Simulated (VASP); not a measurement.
# Si3C (P4/mmm) in VASP: notebook

Runs on Si3C. Level: PBE. Tasks: relaxation of cell and atoms, single point.

Everything below comes from runs of VASP 6.6.1. Logs are shortened: lines on timing, memory, paths and dates and some standing lists are left out, and cuts for length are marked.

### 1 The cell of the first run

Symmetry: P4/mmm, No. 123, tetragonal system. The conventional cell has a = 2.743 Å, b = 2.743 Å, c = 7.760 Å, α = 90.00°, β = 90.00°, γ = 90.00°. Si (site symmetry 4mm) has 8 Si at 2.74 Å and 4 C at 2.74 Å within 3.6 Å. Si (site symmetry 4/mmm) has 12 Si at 2.74 Å within 3.6 Å. Within 3.6 Å of C (site symmetry 4/mmm) lie 8 Si at 2.74 Å and 4 C at 2.74 Å.

### 2 Relaxation of cell and atoms, PBE

INCAR

```
PREC = Accurate
ENCUT = 600
EDIFF = 1E-6
ISMEAR = 0
SIGMA = 0.1
LREAL = False
LASPH = True
NELM = 60
ALGO = Normal
ISIF = 3
LWAVE = False
LCHARG = False
GGA = PE
IBRION = 2
NSW = 90
EDIFFG = -0.04
```

KPOINTS

```
regular mesh
0
Gamma
  6 6 2
```

POSCAR

```
Si3C
1.0
    2.7434356100      0.0000000000      0.0000000000
    0.0000000000      2.7434356100      0.0000000000
    0.0000000000      0.0000000000      7.7596076900
Si C
3 1
Direct
    0.5000000000      0.5000000000      0.2500000000
    0.0000000000      0.0000000000      0.5000000000
    0.5000000000      0.5000000000      0.7500000000
    0.0000000000      0.0000000000      0.0000000000
```

Potentials or basis: VASP PAW PBE potentials, release 64 (Si, C).

Launch:

```console
$ cat potpaw_PBE.64/Si/POTCAR potpaw_PBE.64/C/POTCAR > POTCAR
$ mpirun -np 1 vasp_std > vasp.out
```

OUTCAR:

```text
PREC = Accurate
   ENCUT = 600
   EDIFF = 1E-6
   ISMEAR = 0
   LREAL = False
   LASPH = True
   NELM = 60
   ISIF = 3
   GGA = PE
   IBRION = 2
   NSW = 90
   EDIFFG = -0.04

 ion  position               nearest neighbor table
   1  0.500  0.500  0.250-   2 2.74   2 2.74   2 2.74   2 2.74
   2  0.000  0.000  0.500-   1 2.74   3 2.74   1 2.74   3 2.74   1 2.74   3 2.74   1 2.74   3 2.74

   3  0.500  0.500  0.750-   2 2.74   2 2.74   2 2.74   2 2.74
   4  0.000  0.000  0.000-

  LATTYP: Found a simple tetragonal cell.
 ALAT       =     2.7434356100
 C/A-ratio  =     2.8284271232

  Lattice vectors:

 A1 = (   2.7434356100,   0.0000000000,   0.0000000000)
 A2 = (   0.0000000000,   2.7434356100,   0.0000000000)
 A3 = (   0.0000000000,   0.0000000000,   7.7596076900)

Analysis of symmetry for initial positions (statically):
=====================================================================
 Subroutine PRICEL returns:
 Original cell was already a primitive cell.

 Routine SETGRP: Setting up the symmetry group for a
 simple tetragonal supercell.

 Subroutine GETGRP returns: Found 16 space group operations
 (whereof 16 operations were pure point group operations)
 out of a pool of 16 trial point group operations.

The static configuration has the point symmetry D_4h.

Analysis of symmetry for dynamics (positions and initial velocities):
=====================================================================
 Subroutine PRICEL returns:
 Original cell was already a primitive cell.

 Routine SETGRP: Setting up the symmetry group for a
 simple tetragonal supercell.

 Subroutine GETGRP returns: Found 16 space group operations
 (whereof 16 operations were pure point group operations)
 out of a pool of 16 trial point group operations.

The dynamic configuration has the point symmetry D_4h.

 Subroutine INISYM returns: Found 16 space group operations
 (whereof 16 operations are pure point group operations),
 and found     1 'primitive' translations

----------------------------------------------------------------------------------------

                                     Primitive cell

  volume of cell :      58.4022

  direct lattice vectors                    reciprocal lattice vectors
     2.743435610  0.000000000  0.000000000     0.364506459  0.000000000  0.000000000
     0.000000000  2.743435610  0.000000000     0.000000000  0.364506459  0.000000000
     0.000000000  0.000000000  7.759607690     0.000000000  0.000000000  0.128872495

  length of vectors
     2.743435610  2.743435610  7.759607690     0.364506459  0.364506459  0.128872495

  position of ions in fractional coordinates (direct lattice)
     0.500000000  0.500000000  0.250000000
     0.000000000  0.000000000  0.500000000
     0.500000000  0.500000000  0.750000000
     0.000000000  0.000000000  0.000000000

  ion indices of the primitive-cell ions
   primitive index   ion index
                 1           1
                 2           2
                 3           3
                 4           4

----------------------------------------------------------------------------------------

 KPOINTS: regular mesh

Automatic generation of k-mesh.
 Grid dimensions read from file:
 generate k-points for:    6    6    2

 Generating k-lattice:

  Cartesian coordinates                     Fractional coordinates (reciprocal lattice)
     0.060751077  0.000000000  0.000000000     0.166666667  0.000000000  0.000000000
     0.000000000  0.060751077  0.000000000     0.000000000  0.166666667  0.000000000
     0.000000000  0.000000000  0.064436247     0.000000000  0.000000000  0.500000000

  Length of vectors
     0.060751077  0.060751077  0.064436247

  Shift w.r.t. Gamma in fractional coordinates (k-lattice)
     0.000000000  0.000000000  0.000000000

 Subroutine IBZKPT returns following result:
 ===========================================

 Found     20 irreducible k-points:

 Following reciprocal coordinates:
            Coordinates               Weight
  0.000000  0.000000  0.000000      1.000000
  0.166667  0.000000  0.000000      4.000000
  0.333333  0.000000  0.000000      4.000000
  0.500000  0.000000  0.000000      2.000000
  0.166667  0.166667  0.000000      4.000000
  0.333333  0.166667  0.000000      8.000000
[... 12 lines left out ...]
  0.500000  0.333333  0.500000      4.000000
  0.500000  0.500000  0.500000      1.000000
   k-points           NKPTS =     20   k-points in BZ     NKDIM =     20   number of bands    NBANDS=     12
   number of dos      NEDOS =    301   number of ions     NIONS =      4
   total plane-waves  NPLWV =  36864
   dimension x,y,z NGX =    24 NGY =   24 NGZ =   64
   dimension x,y,z NGXF=    48 NGYF=   48 NGZF=  128
   ions per type =               3   1
   NGX,Y,Z   is equivalent  to a cutoff of  14.54, 14.54, 13.71 a.u.
   NGXF,Y,Z  is equivalent  to a cutoff of  29.09, 29.09, 27.42 a.u.
 SYSTEM =  unknown system
   PREC   = accura    normal or accurate (medium, high low for compatibility)
   ISTART =      0    job   : 0-new  1-cont  2-samecut
   ICHARG =      2    charge: 1-file 2-atom 10-const
   ISPIN  =      1    spin polarized calculation?
   LNONCOLLINEAR =      F non collinear calculations
   LSORBIT =      F    spin-orbit coupling
   LASPH  =      T    aspherical Exc in radial PAW
   ENCUT  =  600.0 eV  44.10 Ry    6.64 a.u.   5.48  5.48 15.50*2*pi/ulx,y,z
   NELM   =     60;   NELMIN=  2; NELMDL= -5     # of ELM steps
   EDIFF  = 0.1E-05   stopping-criterion for ELM
   LREAL  =      F    real-space projection
   EDIFFG = -.4E-01   stopping-criterion for IOM
   NSW    =     90    number of steps for IOM
   IBRION =      2    ionic relax: 0-MD 1-quasi-New 2-CG
   NFREE  =      1    steps in history (QN), initial steepest desc. (CG)
   ISIF   =      3    stress and relaxation
   ISYM   =      2    0-nonsym 1-usesym 2-fastsym
   POTIM  = 0.5000    time-step for ionic-motion
   TEBEG  =    0.0;   TEEND  =   0.0 temperature during run
   PSTRESS=    0.0 pullay stress
   NELECT =      16.0000    total number of electrons
   NUPDOWN=      -1.0000    fix difference up-down
   EMIN   =  10.00;   EMAX   =-10.00  energy-range for DOS
   EFERMI =   0.00;   METHOD = LEGACY
   ISMEAR =     0;   SIGMA  =   0.10  broadening in eV -4-tet -1-fermi 0-gaus
   EFERMI_NEDOS =   21; number of points for ismear=-14 and -15
   IALGO  =     38    algorithm
   IMIX   =      4    mixing-type and parameters
     AMIX     =   0.40;   BMIX     =  1.00
     AMIX_MAG =   1.60;   BMIX_MAG =  1.00
  volume/ion in A,a.u.               =      14.60        98.53
  Fermi-wavevector in a.u.,A,eV,Ry     =   1.063257  2.009265 15.381606  1.130516
  Thomas-Fermi vector in A             =   2.198736
   LORBIT       =      0    0 simple, 1 ext, 2 COOP (PROOUT), +10 PAW based schemes
   GGA     = PE    functional components
   LHFCALC =     F    Hartree Fock is set to
   AEXX    =    0.0000 exact exchange contribution
   IVDW    =     0    specifies the selected vdW correction
   LEPSILON=     F    determine dielectric tensor
   LRPA    =     F    only Hartree local field effects (RPA)
 conjugate gradient relaxation of ions
 non-spin polarized calculation
 Gauss-broadening in eV      SIGMA  =   0.10
  energy-cutoff  :      600.00
  volume of cell :       58.40
 maximum number of plane-waves:      1974
 NGX is ok and might be reduce to    24
   NGX = 11   NGY = 11   NGZ = 31

--------------------------------------- Ionic step        1  -------------------------------------------

 number of electron      15.9999999 magnetization

 Free energy of the ion-electron system (eV)
  ---------------------------------------------------
  ext. energy  EPLUGINS =         0.00000000
  ---------------------------------------------------
  free energy    TOTEN  =       -18.96290283 eV

  energy without entropy =      -18.95361614  energy(sigma->0) =      -18.95825949

------------------------ aborting loop because EDIFF is reached ----------------------------------------

  FORCE on cell =-STRESS in cart. coord.  units (eV):
  Direction    XX          YY          ZZ          XY          YZ          ZX
  --------------------------------------------------------------------------------------
  -------------------------------------------------------------------------------------
  Total       -2.5479097     -2.5479097     -6.5359624      0.0000000     -0.0000000      0.0000000
  in kB      -69.8980899    -69.8980899   -179.3043488      0.0000000     -0.0000000      0.0000000
  external PRESSURE =    -106.3668428 kB  Pullay stress =       0.0000000 kB
[... 23 lines left out ...]
  energy  without entropy=      -18.9536161394  energy(sigma->0) =      -18.95825949

--------------------------------------- Ionic step        2  -------------------------------------------

 number of electron      16.0000001 magnetization

 E-fermi :   9.7774     XC(G=0): -11.4006

 val. band max:        9.7645092930   @ k =   0.5000   0.5000   0.5000
 cond. band min:       9.7900151310   @ k =   0.1667   0.1667   0.5000
 fundamental gap:      0.0255058380
 Fermi energy:         9.7773793319

 k-point     1 :       0.0000    0.0000    0.0000
  band No.  band energies     occupation
      1      -5.4758      2.00000
      2      -2.9248      2.00000
      3      -2.5413      2.00000
      4       4.8357      2.00000
      5       5.5054      2.00000
      6      11.0211      0.00000
      7      11.0211      0.00000
      8      14.0115      0.00000
      9      14.0115      0.00000
     10      14.4363      0.00000
     11      14.4909      0.00000
     12      14.7629      0.00000
[... 352 lines left out ...]
  FREE ENERGIE OF THE ION-ELECTRON SYSTEM (eV)
  ---------------------------------------------------
  free  energy   TOTEN  =       -19.7646397585 eV

  energy  without entropy=      -19.7483831455  energy(sigma->0) =      -19.75651145

[... ionic steps 4 to 17 ...]

--------------------------------------- Ionic step       18  -------------------------------------------

 number of electron      16.0000001 magnetization

------------------------ aborting loop because EDIFF is reached ----------------------------------------

  FORCE on cell =-STRESS in cart. coord.  units (eV):
  Direction    XX          YY          ZZ          XY          YZ          ZX
  --------------------------------------------------------------------------------------
  -------------------------------------------------------------------------------------
  Total       -0.1717371     -0.1717371     -0.2395394      0.0000000      0.0000000     -0.0000000
  in kB       -5.8623037     -5.8623037     -8.1767585      0.0000000      0.0000000     -0.0000000
  external PRESSURE =      -6.6337886 kB  Pullay stress =       0.0000000 kB
[... 61 lines left out ...]
  energy  without entropy=      -20.8685472366  energy(sigma->0) =      -20.87564433

--------------------------------------- Ionic step       20  -------------------------------------------

 number of electron      16.0000001 magnetization

 Free energy of the ion-electron system (eV)
  ---------------------------------------------------
  ext. energy  EPLUGINS =         0.00000000
  ---------------------------------------------------
  free energy    TOTEN  =       -20.88398356 eV

  energy without entropy =      -20.87163556  energy(sigma->0) =      -20.87780956

 E-fermi :  10.8728     XC(G=0): -11.7225

 val. band max:       10.8703152039   @ k =   0.5000   0.3333   0.0000
 cond. band min:      10.9525788584   @ k =   0.3333   0.0000   0.5000
 fundamental gap:      0.0822636545
 Fermi energy:        10.8727809931

 k-point     1 :       0.0000    0.0000    0.0000
  band No.  band energies     occupation
      1      -5.4697      2.00000
      2      -1.0850      2.00000
      3      -0.4222      2.00000
      4       9.0691      2.00000
      5       9.0691      2.00000
      6       9.6387      2.00000
      7      10.6299      1.99941
      8      12.7684      0.00000
      9      14.1083      0.00000
     10      14.1083      0.00000
     11      14.1830      0.00000
     12      15.7817      0.00000
[... 314 lines left out ...]
  FREE ENERGIE OF THE ION-ELECTRON SYSTEM (eV)
  ---------------------------------------------------
  free  energy   TOTEN  =       -20.8839835631 eV

  energy  without entropy=      -20.8716355648  energy(sigma->0) =      -20.87780956

 reached required accuracy - stopping structural energy minimisation
```

Wall time 4.1 min (1 thread of Intel Xeon 8259CL, shared host); peak memory 0.19 GiB.

Results:

```yaml
Free_energy: -20.8840 eV
Relaxed_volume: 11.69 Å³/atom
Relaxed_cell: a = 2.839 Å, b = 2.839 Å, c = 5.803 Å, α = 90.00°, β = 90.00°, γ = 90.00°
Space_group_after_relaxing_to_0.1_Å: P4/mmm (No. 123)
Energy_gained_by_relaxing: 480.3 meV/atom
Ionic_steps: 20
Pressure_after_relaxing: -0.2 GPa
Largest_force_after_relaxing: 0.025 eV/Å
```

Forces on the atoms (eV/Å):
```
Si   0.000  0.000  0.025
Si   0.000  0.000  0.000
Si   0.000  0.000 -0.025
C    0.000  0.000  0.000
```

Stress tensor (GPa, compression positive):
```
-0.29  0.00  0.00
 0.00 -0.29  0.00
 0.00  0.00  0.11
```

The path:
```
step  energy change (eV)  largest force (eV/Å)  pressure (GPa)  volume (Å³)
   1              0.0000                1.0342          -10.64        58.40
   2             -0.6309                1.4561           -3.20        50.54
   3             -0.8017                2.3112           12.12        43.68
   4             -1.0836                2.1002           13.93        42.21
   5             -0.9607                1.8598           41.34        37.82
   6             -1.1339                1.7705           20.03        40.95
   7             -1.2243                1.4387           23.66        40.08
   8             -1.2332                0.6309           30.54        38.96
   9             -1.6025                1.7624           18.68        41.69
  10             -1.6024                1.7808           18.62        41.72
  11             -1.8737                0.4489            5.13        44.52
  12             -1.9032                0.2498            0.44        46.13
  13             -1.9037                0.1677            0.98        45.94
  14             -1.9106                0.0365            0.64        46.18
  15             -1.9138                0.2096            0.21        46.44
  16             -1.9139                0.2306            0.14        46.48
  17             -1.9165                0.1928           -0.12        46.61
  18             -1.9196                0.1018           -0.66        46.94
  19             -1.9198                0.0649           -0.83        47.05
  20             -1.9211                0.0253           -0.16        46.76
```

Final structure:
```yaml
crystal:
  lattice:
    - [2.83862, 0.00000, 0.00000]
    - [0.00000, 2.83862, 0.00000]
    - [0.00000, 0.00000, 5.80306]
  atoms:
    - { symbol: Si, position: [0.50000, 0.50000, 0.20263] }
    - { symbol: Si, position: [0.00000, 0.00000, 0.50000] }
    - { symbol: Si, position: [0.50000, 0.50000, 0.79737] }
    - { symbol: C, position: [0.00000, 0.00000, 0.00000] }
```

Levels at points of the mesh, in eV from the Fermi level:
```csv
k point,band 4,band 5,band 6,band 7,band 8,band 9,band 10,band 11
"(0.00, 0.00, 0.00)",-1.80,-1.80,-1.23,-0.24,1.90,3.24,3.24,3.31
"(0.50, 0.00, 0.00)",-7.35,-7.26,-6.60,0.18,1.52,4.08,4.60,4.90
"(0.50, 0.50, 0.00)",-7.00,-3.86,-3.68,-3.54,-3.54,-2.69,-2.46,-2.46
"(0.00, 0.00, 0.50)",-6.33,-1.71,-1.71,0.15,2.24,2.24,3.73,4.19
"(0.50, 0.00, 0.50)",-9.38,-3.13,-2.98,-2.87,-0.76,0.21,4.74,6.15
"(0.50, 0.50, 0.50)",-6.61,-5.52,-5.35,-5.35,-4.70,-0.29,1.07,1.34
```

Caveat: the k points lie up to 0.54 Å⁻¹ apart in the final cell; the volume moved by over 15 % at a fixed basis, so the end points are rough; the highest band is partly filled, so the run has too few bands.

### 3 Relaxation of cell and atoms, PBE

This run uses another cell than the first one, of 12.45 Å³/atom.

INCAR

```
SYSTEM = Si3C
ALGO = Normal
EDIFF = 1E-6
EDIFFG = -0.04
ENCUT = 600
GGA = PE
IBRION = 2
ISIF = 3
ISMEAR = 0
LASPH = .TRUE.
LCHARG = .FALSE.
LREAL = .FALSE.
LWAVE = .FALSE.
NELM = 60
NSW = 90
PREC = Accurate
SIGMA = 0.1
```

KPOINTS

```
k-points
0
G
  6 6 4
  0 0 0
```

POSCAR

```
Si3C
1.0
    2.6517100144      0.0000000000      0.0000000000
    0.0000000000      2.6517100144      0.0000000000
    0.0000000000      0.0000000000      7.0824831493
Si C
3 1
Direct
    0.5000000000      0.5000000000      0.1687044297
    0.0000000000      0.0000000000      0.5000000000
    0.5000000000      0.5000000000      0.8312955703
    0.0000000000      0.0000000000      0.0000000000
```

Potentials or basis: VASP PAW PBE potentials, release 64 (Si, C).

Launch:

```console
$ cat potpaw_PBE.64/Si/POTCAR potpaw_PBE.64/C/POTCAR > POTCAR
$ mpirun -np 1 vasp_std > vasp.out
```

Run time: 66 s. Hardware: 1 thread of Intel Xeon 8259CL, shared host; peak memory 0.18 GiB.

It converged, with:

```yaml
Free_energy: -21.0717 eV
Relaxed_volume: 12.48 Å³/atom
Relaxed_cell: a = 2.651 Å, b = 2.651 Å, c = 7.102 Å, α = 90.00°, β = 90.00°, γ = 90.00°
Space_group_after_relaxing_to_0.1_Å: P4/mmm (No. 123)
Energy_gained_by_relaxing: 0.1 meV/atom
Ionic_steps: 4
Pressure_after_relaxing: 0.1 GPa
Largest_force_after_relaxing: 0.018 eV/Å
```

Forces in eV/Å, atoms in the order of the input:
```
Si   0.000  0.000 -0.018
Si   0.000  0.000  0.000
Si   0.000  0.000  0.018
C    0.000  0.000  0.000
```

Step by step:
| step | energy change (eV) | largest force (eV/Å) | pressure (GPa) | volume (Å³) |
| --- | --- | --- | --- | --- |
| 1 | 0.0000 | 0.0123 | 0.13 | 49.80 |
| 2 | -0.0002 | 0.0530 | 0.02 | 49.88 |
| 3 | -0.0002 | 0.0464 | 0.04 | 49.86 |
| 4 | -0.0004 | 0.0176 | 0.07 | 49.92 |

Final structure:
```
Si C
1.0
     2.65102    0.00000    0.00000
     0.00000    2.65102    0.00000
     0.00000    0.00000    7.10246
Si C
3 1
Direct
  0.50000 0.50000 0.16829
  0.00000 0.00000 0.50000
  0.50000 0.50000 0.83171
  0.00000 0.00000 0.00000
```

Levels at points of the mesh, in eV from the Fermi level:
| k point | band 5 | band 6 | band 7 | band 8 | band 9 | band 10 | band 11 | band 12 |
| --- | --- | --- | --- | --- | --- | --- | --- | --- |
| (0.00, 0.00, 0.00) | -3.91 | -1.06 | -1.06 | 2.83 | 5.09 | 5.18 | 6.60 | 6.60 |
| (0.50, 0.00, 0.00) | -6.32 | -6.32 | -0.35 | 0.41 | 0.93 | 1.09 | 2.47 | 6.97 |
| (0.50, 0.50, 0.00) | -2.95 | -2.44 | -2.44 | -2.18 | -1.87 | -1.87 | -0.90 | -0.37 |
| (0.00, 0.00, 0.50) | -1.06 | -1.06 | 0.53 | 2.06 | 3.18 | 5.41 | 6.01 | 6.01 |
| (0.50, 0.00, 0.50) | -5.26 | -3.27 | -3.18 | -2.90 | 0.93 | 4.66 | 5.36 | 6.46 |
| (0.50, 0.50, 0.50) | -3.47 | -3.28 | -3.28 | -1.81 | -1.17 | 0.16 | 0.16 | 1.44 |

Caveat: the k points lie up to 0.40 Å⁻¹ apart in the final cell; the highest band is partly filled, so the run has too few bands.

(Continued in part 2 of 2.)
